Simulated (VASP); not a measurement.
# Ti (Fm-3m) in VASP: notebook, part 2 of 2

VASP 6.6.1. The steps go on from the part before.

## Step 3: Electric field gradients, PBE

This run uses another cell than the first one, of 16.73 Å³/atom, 1.010 times its volume.

File INCAR:

```
SYSTEM = Ti
  PREC = Accurate
  ENCUT = 520
  EDIFF = 1E-8
  ISMEAR = -1
  SIGMA = 0.05
  LREAL = .False.
  LASPH = .True.
  NELM = 100
  ALGO = Normal
  ISIF = 2
  LWAVE = .False.
  LCHARG = .False.
  GGA = PE
  LEFG = .True.
  NBANDS = 12
```

File KPOINTS:

```
regular mesh
0
Gamma
  15 15 15
  0 0 0
```

File POSCAR:

```
Ti
1.0
    0.0000000000      2.0300000000      2.0300000000
    2.0300000000      0.0000000000      2.0300000000
    2.0300000000      2.0300000000      0.0000000000
Ti
1
Direct
    0.0000000000      0.0000000000      0.0000000000
```

Potentials or basis: VASP PAW PBE potentials, release 64 (Ti_sv).

The run is started by

```bash
cat potpaw_PBE.64/Ti_sv/POTCAR > POTCAR
mpirun -np 1 vasp_std > vasp.out
```

OUTCAR:

```text
SYSTEM = Ti
   PREC = Accurate
   ENCUT = 520
   EDIFF = 1E-8
   ISMEAR = -1
   LREAL = .False.
   LASPH = .True.
   NELM = 100
   ISIF = 2
   GGA = PE

 ion  position               nearest neighbor table
   1  0.000  0.000  0.000-

  LATTYP: Found a face centered cubic cell.
 ALAT       =     4.0600000000

  Lattice vectors:

 A1 = (   0.0000000000,   2.0300000000,   2.0300000000)
 A2 = (   2.0300000000,   0.0000000000,   2.0300000000)
 A3 = (   2.0300000000,   2.0300000000,   0.0000000000)

Analysis of symmetry for initial positions (statically):
=====================================================================
 Subroutine PRICEL returns:
 Original cell was already a primitive cell.

 Routine SETGRP: Setting up the symmetry group for a
 face centered cubic supercell.

 Subroutine GETGRP returns: Found 48 space group operations
 (whereof 48 operations were pure point group operations)
 out of a pool of 48 trial point group operations.

The static configuration has the point symmetry O_h .

Analysis of symmetry for dynamics (positions and initial velocities):
=====================================================================
 Subroutine PRICEL returns:
 Original cell was already a primitive cell.

 Routine SETGRP: Setting up the symmetry group for a
 face centered cubic supercell.

 Subroutine GETGRP returns: Found 48 space group operations
 (whereof 48 operations were pure point group operations)
 out of a pool of 48 trial point group operations.

The dynamic configuration has the point symmetry O_h .
[... 160 lines left out ...]
      7       9.5185      0.00000
      8       9.5185      0.00000
      9      11.2343      0.00000
     10      11.2343      0.00000
     11      24.0772      0.00000
     12      28.7393      0.00000
[... 331 lines left out ...]
 k-point    24 :       0.2000    0.1333    0.0000
  band No.  band energies     occupation
      1     -47.9783      2.00000
      2     -24.0571      2.00000
      3     -23.9081      2.00000
      4     -23.9021      2.00000
      5       3.6964      2.00000
      6       8.6931      0.41209
      7       9.9774      0.00000
      8      10.0476      0.00000
      9      10.5537      0.00000
     10      11.4955      0.00000
     11      24.6601      0.00000
     12      25.3705      0.00000

 [... further k-points ...]

------------------------ aborting loop because EDIFF is reached ----------------------------------------

  FORCE on cell =-STRESS in cart. coord.  units (eV):
  Direction    XX          YY          ZZ          XY          YZ          ZX
  --------------------------------------------------------------------------------------
  -------------------------------------------------------------------------------------
  Total        0.4334300      0.4334300      0.4334300      0.0000000      0.0000000      0.0000000
  in kB       41.5060518     41.5060518     41.5060518      0.0000000      0.0000000      0.0000000
  external PRESSURE =      41.5060518 kB  Pullay stress =       0.0000000 kB

 VOLUME and BASIS-vectors are now :
 -----------------------------------------------------------------------------
  energy-cutoff  :      520.00
  volume of cell :       16.73
      direct lattice vectors                 reciprocal lattice vectors
     0.000000000  2.030000000  2.030000000    -0.246305419  0.246305419  0.246305419
     2.030000000  0.000000000  2.030000000     0.246305419 -0.246305419  0.246305419
     2.030000000  2.030000000  0.000000000     0.246305419  0.246305419 -0.246305419

 POSITION                                       TOTAL-FORCE (eV/Angst)
 -----------------------------------------------------------------------------------
      0.00000      0.00000      0.00000         0.000000     -0.000000      0.000000
 -----------------------------------------------------------------------------------
    total drift:                               -0.000000     -0.000000     -0.000000

  FREE ENERGIE OF THE ION-ELECTRON SYSTEM (eV)
  ---------------------------------------------------
  free  energy   TOTEN  =        -7.7772620544 eV

  energy  without entropy=       -7.7636259247  energy(sigma->0) =       -7.77044399

 Electric field gradients (V/A^2)
---------------------------------------------------------------------
 ion       V_xx      V_yy      V_zz      V_xy      V_xz      V_yz
---------------------------------------------------------------------
   1       0.000    -0.000     0.000    -0.001    -0.001    -0.001
---------------------------------------------------------------------

 Electric field gradients after diagonalization (V/A^2)
 (convention: |V_zz| > |V_xx| > |V_yy|)
----------------------------------------------------------------------
 ion       V_xx      V_yy      V_zz     asymmetry (V_yy - V_xx)/ V_zz
----------------------------------------------------------------------
   1       0.001     0.001    -0.001       0.000
----------------------------------------------------------------------

           NMR quadrupolar parameters

 Cq : quadrupolar parameter    Cq=e*Q*V_zz/h
 eta: asymmetry parameters     (V_yy - V_xx)/ V_zz
 Q  : nuclear electric quadrupole moment in mb (millibarn)
----------------------------------------------------------------------
 ion       Cq(MHz)       eta       Q (mb)
----------------------------------------------------------------------
   1      -0.000       0.000       1.000
----------------------------------------------------------------------
```

OSZICAR:

```text
N       E                     dE             d eps       ncg     rms          rms(c)
DAV:   1     0.859344131986E+02    0.85934E+02   -0.65713E+03  2880   0.123E+03
DAV:   2    -0.459084868929E+01   -0.90525E+02   -0.88073E+02  2928   0.294E+02
DAV:   3    -0.865124374227E+01   -0.40604E+01   -0.40191E+01  4056   0.647E+01
DAV:   4    -0.873246368670E+01   -0.81220E-01   -0.81135E-01  3260   0.792E+00
DAV:   5    -0.873424832294E+01   -0.17846E-02   -0.17846E-02  3476   0.105E+00    0.862E+00
DAV:   6    -0.777902287665E+01    0.95523E+00   -0.19437E+00  3132   0.210E+01    0.232E+00
DAV:   7    -0.776608692453E+01    0.12936E-01   -0.10445E-01  3484   0.386E+00    0.131E+00
DAV:   8    -0.777693164013E+01   -0.10845E-01   -0.39973E-02  2980   0.246E+00    0.153E-01
DAV:   9    -0.777722533418E+01   -0.29369E-03   -0.40863E-03  3564   0.707E-01    0.911E-02
DAV:  10    -0.777728734850E+01   -0.62014E-04   -0.25499E-04  3112   0.185E-01    0.234E-02
DAV:  11    -0.777726230573E+01    0.25043E-04   -0.22976E-05  3452   0.597E-02    0.103E-02
DAV:  12    -0.777726176655E+01    0.53919E-06   -0.17676E-06  3140   0.174E-02    0.135E-03
DAV:  13    -0.777726215207E+01   -0.38552E-06   -0.31645E-07  3436   0.452E-03    0.155E-03
DAV:  14    -0.777726207027E+01    0.81804E-07   -0.31093E-08  3028   0.212E-03    0.658E-04
DAV:  15    -0.777726205402E+01    0.16249E-07   -0.11009E-08  2584   0.133E-03    0.277E-05
DAV:  16    -0.777726205438E+01   -0.36835E-09   -0.47341E-10  1532   0.242E-04
   1 F= -.77772621E+01 E0= -.77704440E+01  d E =-.136361E-01
```

It took 16 s on 1 thread of AMD EPYC 9R45 (Zen 5), shared host; peak memory 0.12 GiB.

Results:

| Item | Value |
| --- | --- |
| Free energy | -7.7773 eV |
| Pressure | 4.2 GPa |
| Band gap on the k mesh | zero (band 6 reaches 9.52 eV, above the bottom of band 7 at 8.34 eV) |

Levels at points of the mesh, in eV from the Fermi level:
```
           k point  band 2  band 3  band 4  band 5  band 6  band 7  band 8  band 9  band 10  band 11
(0.00, 0.00, 0.00)  -32.47  -32.47  -32.47   -6.19    0.89    0.89    0.89    2.61     2.61    15.45
```

Caveat: without QUAD_EFG the Cq values of the log hold for a quadrupole moment of 1 mb, not for the nuclei.
